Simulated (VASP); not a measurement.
# I (Cmce) in VASP: further runs

I is run at these levels: LDA; tasks: relaxation of cell and atoms, single point.

All numbers are computed with VASP 6.6.1; they aren't measurements. Logs are shortened: lines on timing, memory, paths and dates and some standing lists are left out, and cuts for length are marked.

## Step 1: The cell of the first run

It takes space group Cmce (No. 64, orthorhombic). Conventional cell: a = 7.159 Å, b = 4.691 Å, c = 9.801 Å, α = 90.00°, β = 90.00°, γ = 90.00°. Within 3.6 Å of I (site symmetry m) lie 3 I at 2.72 to 3.50 Å.

## Step 2: Relaxation of cell and atoms, LDA

Contents of INCAR:

```
SYSTEM = I
  ALGO = Normal
  EDIFF = 1E-6
  EDIFFG = -0.01
  ENCUT = 600
  IBRION = 2
  ISIF = 3
  ISMEAR = -1
  LASPH = .True.
  LCHARG = .False.
  LREAL = .False.
  LWAVE = .False.
  NELM = 80
  NSW = 80
  PREC = Accurate
  SIGMA = 0.05
```

Contents of KPOINTS:

```
k-points
0
Gamma
  5 5 2
  0 0 0
```

Contents of POSCAR:

```
I
1.0
    3.5794500000     -2.3457500000      0.0000000000
    3.5794500000      2.3457500000      0.0000000000
    0.0000000000      0.0000000000      9.8014000000
I
4
Direct
    0.8460000000      0.1540000000      0.1174200000
    0.6540000000      0.3460000000      0.6174200000
    0.1540000000      0.8460000000      0.8825800000
    0.3460000000      0.6540000000      0.3825800000
```

Potentials or basis: VASP PAW LDA potentials, release 64 (I).

On the command line:

```console
$ cat potpaw_LDA.64/I/POTCAR > POTCAR
$ mpirun -np 1 vasp_std > vasp.out
```

OUTCAR:

```text
SYSTEM = I
   EDIFF = 1E-6
   EDIFFG = -0.01
   ENCUT = 600
   IBRION = 2
   ISIF = 3
   ISMEAR = -1
   LASPH = .True.
   LREAL = .False.
   NELM = 80
   NSW = 80
   PREC = Accurate

 ion  position               nearest neighbor table
   1  0.846  0.154  0.117-   3 2.72   4 3.50   4 3.50
   2  0.654  0.346  0.617-   4 2.72   3 3.50   3 3.50
   3  0.154  0.846  0.883-   1 2.72   2 3.50   2 3.50
   4  0.346  0.654  0.383-   2 2.72   1 3.50   1 3.50

  LATTYP: Found a base centered orthorhombic cell.
 ALAT       =     4.6915000000
 B/A-ratio  =     1.5259298732
 C/A-ratio  =     2.0891825642

  Lattice vectors:

 A1 = (  -3.5794500000,  -2.3457500000,   0.0000000000)
 A2 = (   3.5794500000,  -2.3457500000,   0.0000000000)
 A3 = (   0.0000000000,   0.0000000000,   9.8014000000)

Analysis of symmetry for initial positions (statically):
=====================================================================
 Subroutine PRICEL returns:
 Original cell was already a primitive cell.

 Routine SETGRP: Setting up the symmetry group for a
 base centered orthorhombic supercell.

 Subroutine GETGRP returns: Found  8 space group operations
 (whereof  4 operations were pure point group operations)
 out of a pool of  8 trial point group operations.

The static configuration has the point symmetry C_2h.
 The point group associated with its full space group is D_2h.

Analysis of symmetry for dynamics (positions and initial velocities):
=====================================================================
 Subroutine PRICEL returns:
 Original cell was already a primitive cell.

 Routine SETGRP: Setting up the symmetry group for a
 base centered orthorhombic supercell.

 Subroutine GETGRP returns: Found  8 space group operations
 (whereof  4 operations were pure point group operations)
 out of a pool of  8 trial point group operations.

The dynamic configuration has the point symmetry C_2h.
 The point group associated with its full space group is D_2h.

 Subroutine INISYM returns: Found  8 space group operations
 (whereof  4 operations are pure point group operations),
 and found     1 'primitive' translations

----------------------------------------------------------------------------------------

                                     Primitive cell

  volume of cell :     164.5948

  direct lattice vectors                    reciprocal lattice vectors
     3.579450000 -2.345750000  0.000000000     0.139686265 -0.213151444  0.000000000
     3.579450000  2.345750000  0.000000000     0.139686265  0.213151444  0.000000000
     0.000000000  0.000000000  9.801400000     0.000000000  0.000000000  0.102026241

  length of vectors
     4.279603412  4.279603412  9.801400000     0.254844640  0.254844640  0.102026241

  position of ions in fractional coordinates (direct lattice)
     0.846000000  0.154000000  0.117420000
     0.654000000  0.346000000  0.617420000
     0.154000000  0.846000000  0.882580000
     0.346000000  0.654000000  0.382580000

  ion indices of the primitive-cell ions
   primitive index   ion index
                 1           1
                 2           2
                 3           3
                 4           4

----------------------------------------------------------------------------------------

 KPOINTS: k-points

Automatic generation of k-mesh.
 Grid dimensions read from file:
 generate k-points for:    5    5    2

 Generating k-lattice:

  Cartesian coordinates                     Fractional coordinates (reciprocal lattice)
     0.027937253 -0.042630289  0.000000000     0.200000000  0.000000000  0.000000000
     0.027937253  0.042630289  0.000000000     0.000000000  0.200000000  0.000000000
     0.000000000  0.000000000  0.051013121     0.000000000  0.000000000  0.500000000

  Length of vectors
     0.050968928  0.050968928  0.051013121

  Shift w.r.t. Gamma in fractional coordinates (k-lattice)
     0.000000000  0.000000000  0.000000000

 Subroutine IBZKPT returns following result:
 ===========================================

 Found     18 irreducible k-points:

 Following reciprocal coordinates:
            Coordinates               Weight
  0.000000  0.000000  0.000000      1.000000
  0.200000  0.000000  0.000000      4.000000
  0.400000  0.000000  0.000000      4.000000
  0.200000  0.200000  0.000000      2.000000
  0.400000  0.200000  0.000000      4.000000
 -0.400000  0.200000  0.000000      4.000000
[... 10 lines left out ...]
  0.400000  0.400000  0.500000      2.000000
 -0.400000  0.400000  0.500000      2.000000
   k-points           NKPTS =     18   k-points in BZ     NKDIM =     18   number of bands    NBANDS=     18
   number of dos      NEDOS =    301   number of ions     NIONS =      4
   total plane-waves  NPLWV = 103680
   dimension x,y,z NGX =    36 NGY =   36 NGZ =   80
   dimension x,y,z NGXF=    72 NGYF=   72 NGZF=  160
   ions per type =               4
   NGX,Y,Z   is equivalent  to a cutoff of  13.98, 13.98, 13.57 a.u.
   NGXF,Y,Z  is equivalent  to a cutoff of  27.97, 27.97, 27.14 a.u.
 SYSTEM =  I
   PREC   = accura    normal or accurate (medium, high low for compatibility)
   ISTART =      0    job   : 0-new  1-cont  2-samecut
   ICHARG =      2    charge: 1-file 2-atom 10-const
   ISPIN  =      1    spin polarized calculation?
   LNONCOLLINEAR =      F non collinear calculations
   LSORBIT =      F    spin-orbit coupling
   LASPH  =      T    aspherical Exc in radial PAW
   ENCUT  =  600.0 eV  44.10 Ry    6.64 a.u.   8.55  8.55 19.58*2*pi/ulx,y,z
   NELM   =     80;   NELMIN=  2; NELMDL= -5     # of ELM steps
   EDIFF  = 0.1E-05   stopping-criterion for ELM
   LREAL  =      F    real-space projection
   EDIFFG = -.1E-01   stopping-criterion for IOM
   NSW    =     80    number of steps for IOM
   IBRION =      2    ionic relax: 0-MD 1-quasi-New 2-CG
   NFREE  =      1    steps in history (QN), initial steepest desc. (CG)
   ISIF   =      3    stress and relaxation
   ISYM   =      2    0-nonsym 1-usesym 2-fastsym
   POTIM  = 0.5000    time-step for ionic-motion
   TEBEG  =    0.0;   TEEND  =   0.0 temperature during run
   PSTRESS=    0.0 pullay stress
   NELECT =      28.0000    total number of electrons
   NUPDOWN=      -1.0000    fix difference up-down
   EMIN   =  10.00;   EMAX   =-10.00  energy-range for DOS
   EFERMI =   0.00;   METHOD = LEGACY
   ISMEAR =    -1;   SIGMA  =   0.05  broadening in eV -4-tet -1-fermi 0-gaus
   EFERMI_NEDOS =   21; number of points for ismear=-14 and -15
   IALGO  =     38    algorithm
   IMIX   =      4    mixing-type and parameters
     AMIX     =   0.40;   BMIX     =  1.00
     AMIX_MAG =   1.60;   BMIX_MAG =  1.00
  volume/ion in A,a.u.               =      41.15       277.69
  Fermi-wavevector in a.u.,A,eV,Ry     =   0.907101  1.714172 11.195303  0.822832
  Thomas-Fermi vector in A             =   2.030868
   LORBIT       =      0    0 simple, 1 ext, 2 COOP (PROOUT), +10 PAW based schemes
   GGA     = CA    functional components
   LHFCALC =     F    Hartree Fock is set to
   AEXX    =    0.0000 exact exchange contribution
   IVDW    =     0    specifies the selected vdW correction
   LEPSILON=     F    determine dielectric tensor
   LRPA    =     F    only Hartree local field effects (RPA)
 conjugate gradient relaxation of ions
 non-spin polarized calculation
  energy-cutoff  :      600.00
  volume of cell :      164.59
 maximum number of plane-waves:      5525
 NGX is ok and might be reduce to    36
   NGX = 17   NGY = 17   NGZ = 39

--------------------------------------- Ionic step        1  -------------------------------------------

 number of electron      28.0000002 magnetization

 Free energy of the ion-electron system (eV)
  ---------------------------------------------------
  ext. energy  EPLUGINS =         0.00000000
  ---------------------------------------------------
  free energy    TOTEN  =        -7.89898953 eV

  energy without entropy =       -7.89898605  energy(sigma->0) =       -7.89898779

------------------------ aborting loop because EDIFF is reached ----------------------------------------

  FORCE on cell =-STRESS in cart. coord.  units (eV):
  Direction    XX          YY          ZZ          XY          YZ          ZX
  --------------------------------------------------------------------------------------
  -------------------------------------------------------------------------------------
  Total       -0.5344009     -1.7359071     -1.4933755      0.0000000      0.0000000      0.0000000
  in kB       -5.2018951    -16.8974407    -14.5366215      0.0000000      0.0000000      0.0000000
  external PRESSURE =     -12.2119858 kB  Pullay stress =       0.0000000 kB
[... 95 lines left out ...]
  FREE ENERGIE OF THE ION-ELECTRON SYSTEM (eV)
  ---------------------------------------------------
  free  energy   TOTEN  =        -8.0101168698 eV

  energy  without entropy=       -8.0101150887  energy(sigma->0) =       -8.01011598

[... ionic steps 4 to 19 ...]

--------------------------------------- Ionic step       20  -------------------------------------------

 number of electron      28.0000001 magnetization

------------------------ aborting loop because EDIFF is reached ----------------------------------------

  FORCE on cell =-STRESS in cart. coord.  units (eV):
  Direction    XX          YY          ZZ          XY          YZ          ZX
  --------------------------------------------------------------------------------------
  -------------------------------------------------------------------------------------
  Total       -0.0024968      0.0500770      0.0130948      0.0000000      0.0000000      0.0000000
  in kB       -0.0270700      0.5429377      0.1419742      0.0000000      0.0000000      0.0000000
  external PRESSURE =       0.2192806 kB  Pullay stress =       0.0000000 kB
[... 61 lines left out ...]
  energy  without entropy=       -8.0902878967  energy(sigma->0) =       -8.09030579

--------------------------------------- Ionic step       22  -------------------------------------------

 number of electron      28.0000002 magnetization

 Free energy of the ion-electron system (eV)
  ---------------------------------------------------
  ext. energy  EPLUGINS =         0.00000000
  ---------------------------------------------------
  free energy    TOTEN  =        -8.09035357 eV

  energy without entropy =       -8.09031668  energy(sigma->0) =       -8.09033513

 E-fermi :   4.3856     XC(G=0):  -9.0083

 val. band max:        4.0362893727   @ k =   0.0000   0.0000   0.0000
 cond. band min:       4.7962940165   @ k =   0.4000   0.4000   0.0000
 fundamental gap:      0.7600046438
 Fermi energy:         4.3855963236

 k-point     1 :       0.0000    0.0000    0.0000
  band No.  band energies     occupation
      1     -10.1201      2.00000
      2      -9.1818      2.00000
      3      -8.5701      2.00000
      4      -6.8661      2.00000
      5      -1.1447      2.00000
      6       0.9198      2.00000
[... 10 lines left out ...]
     17       8.4198      0.00000
     18       8.9276      0.00000
[... 386 lines left out ...]
  FREE ENERGIE OF THE ION-ELECTRON SYSTEM (eV)
  ---------------------------------------------------
  free  energy   TOTEN  =        -8.0903535668 eV

  energy  without entropy=       -8.0903166848  energy(sigma->0) =       -8.09033513

 reached required accuracy - stopping structural energy minimisation
```

Wall time 14 min (1 thread of AMD EPYC 7R13, shared host); peak memory 0.24 GiB.

What came out:

```yaml
Free_energy: -8.0904 eV
Relaxed_volume: 36.98 Å³/atom
Relaxed_cell: a = 4.178 Å, b = 4.178 Å, c = 9.648 Å, α = 90.00°, β = 90.00°, γ = 61.44°
Space_group_after_relaxing_to_0.1_Å: Cmce (No. 64)
Energy_gained_by_relaxing: 47.8 meV/atom
Ionic_steps: 22
Pressure_after_relaxing: 0.0 GPa
Largest_force_after_relaxing: 0.010 eV/Å
Band_gap_on_the_k_mesh: 0.76 eV (least direct gap 0.99 eV)
```

Forces on the atoms (eV/Å):
```
I    0.000 -0.004 -0.009
I    0.000  0.004 -0.009
I    0.000  0.004  0.009
I    0.000 -0.004  0.009
```

Step by step:
| step | energy change (eV) | largest force (eV/Å) | pressure (GPa) | volume (Å³) |
| --- | --- | --- | --- | --- |
| 1 | 0.0000 | 0.4429 | -1.22 | 164.59 |
| 2 | -0.0833 | 0.5384 | -0.28 | 157.23 |
| 3 | -0.1111 | 0.6038 | 0.92 | 150.60 |
| 4 | -0.1498 | 0.3043 | 0.61 | 148.92 |
| 5 | -0.1611 | 0.1886 | 0.45 | 147.22 |
| 6 | -0.1612 | 0.1845 | 0.48 | 147.32 |
| 7 | -0.1676 | 0.1425 | 0.07 | 148.60 |
| 8 | -0.1692 | 0.1099 | -0.26 | 149.72 |
| 9 | -0.1727 | 0.0920 | -0.21 | 149.61 |
| 10 | -0.1791 | 0.1261 | -0.06 | 149.25 |
| 11 | -0.1798 | 0.1725 | 0.02 | 149.08 |
| 12 | -0.1840 | 0.1307 | -0.08 | 149.02 |
| 13 | -0.1882 | 0.0587 | -0.30 | 148.87 |
| 14 | -0.1905 | 0.0564 | 0.18 | 147.15 |
| 15 | -0.1907 | 0.0567 | 0.06 | 147.55 |
| 16 | -0.1912 | 0.0148 | 0.01 | 147.64 |
| 17 | -0.1912 | 0.0069 | -0.01 | 147.66 |
| 18 | -0.1913 | 0.0019 | 0.03 | 147.64 |
| 19 | -0.1913 | 0.0009 | 0.04 | 147.63 |
| 20 | -0.1914 | 0.0042 | 0.02 | 147.77 |
| 21 | -0.1913 | 0.0153 | -0.05 | 148.11 |
| 22 | -0.1914 | 0.0096 | -0.02 | 147.94 |

Final structure:
```
I
1.0
     3.59192   -2.13448    0.00000
     3.59192    2.13448    0.00000
     0.00000    0.00000    9.64789
I
4
Direct
  0.82574 0.17426 0.12321
  0.67426 0.32574 0.62321
  0.17426 0.82574 0.87679
  0.32574 0.67426 0.37679
```

Levels at points of the mesh, in eV from the valence-band top:
```
           k point  band 12  band 13  band 14  band 15  band 16  band 17
(0.00, 0.00, 0.00)    -0.94    -0.48     0.00     0.99     1.98     4.38
(0.00, 0.00, 0.50)    -0.76    -0.18    -0.18     1.13     1.13     5.19
```

Caveat: spin-orbit coupling is left out, which moves the levels of the heavy elements; an odd mesh through Γ misses points on the zone boundary, where band edges can lie. LDA usually gives volumes a few per cent too small.

## Step 3: Single point, LDA

This run uses another cell than the first one, of 36.99 Å³/atom.

Contents of INCAR:

```
ALGO = Normal
EDIFF = 1E-7
ENCUT = 520
ISIF = 2
ISMEAR = -1
LASPH = T
LCHARG = T
LELF = T
LREAL = F
LVHAR = T
LWAVE = F
NBANDS = 22
NELM = 60
PREC = Accurate
SIGMA = 0.05
```

Contents of KPOINTS:

```
k-points
0
Gamma
  2 2 1
```

Contents of POSCAR:

```
I
1.0
    3.5886574692     -2.1413150360      0.0000000000
    3.5886574692      2.1413150360      0.0000000000
    0.0000000000      0.0000000000      9.6272130010
I
4
Direct
    0.8254264989      0.1745735011      0.1231842597
    0.6745735011      0.3254264989      0.6231842597
    0.1745735011      0.8254264989      0.8768157403
    0.3254264989      0.6745735011      0.3768157403
```

Potentials or basis: VASP PAW LDA potentials, release 64 (I).

On the command line:

```console
$ cat potpaw_LDA.64/I/POTCAR > POTCAR
$ mpirun -np 1 vasp_std > vasp.out
```

It took 18 s on 1 thread of Intel Xeon 8259CL, shared host; peak memory 0.19 GiB.

It converged, with:

| Quantity | Value |
| --- | --- |
| Free energy | -8.3069 eV |
| Pressure | 0.3 GPa |
| Largest force | 0.570 eV/Å |
| Band gap on the k mesh | 0.74 eV (least direct gap 1.00 eV) |

Forces on the atoms (eV/Å):
```
I    0.000  0.560  0.103
I    0.000 -0.560  0.103
I    0.000 -0.560 -0.103
I    0.000  0.560 -0.103
```

Stress tensor (GPa, compression positive):
```
 4.40  0.00  0.00
 0.00  1.93  0.00
 0.00  0.00 -5.57
```

Levels at points of the mesh, in eV from the valence-band top:
| k point | band 11 | band 12 | band 13 | band 14 | band 15 | band 16 | band 17 | band 18 |
| --- | --- | --- | --- | --- | --- | --- | --- | --- |
| (0.00, 0.00, 0.00) | -0.96 | -0.95 | -0.47 | 0.00 | 1.00 | 2.01 | 4.38 | 4.90 |
| (0.50, 0.00, 0.00) | -1.80 | -1.80 | -1.03 | -1.03 | 2.16 | 2.16 | 4.70 | 4.70 |
| (0.50, 0.50, 0.00) | -1.89 | -1.78 | -1.29 | -0.77 | 0.74 | 1.65 | 4.14 | 5.13 |

Caveat: the k points lie up to 0.85 Å⁻¹ apart; spin-orbit coupling is left out, which moves the levels of the heavy elements; an odd mesh through Γ misses points on the zone boundary, where band edges can lie.

(Continued in part 2 of 2.)
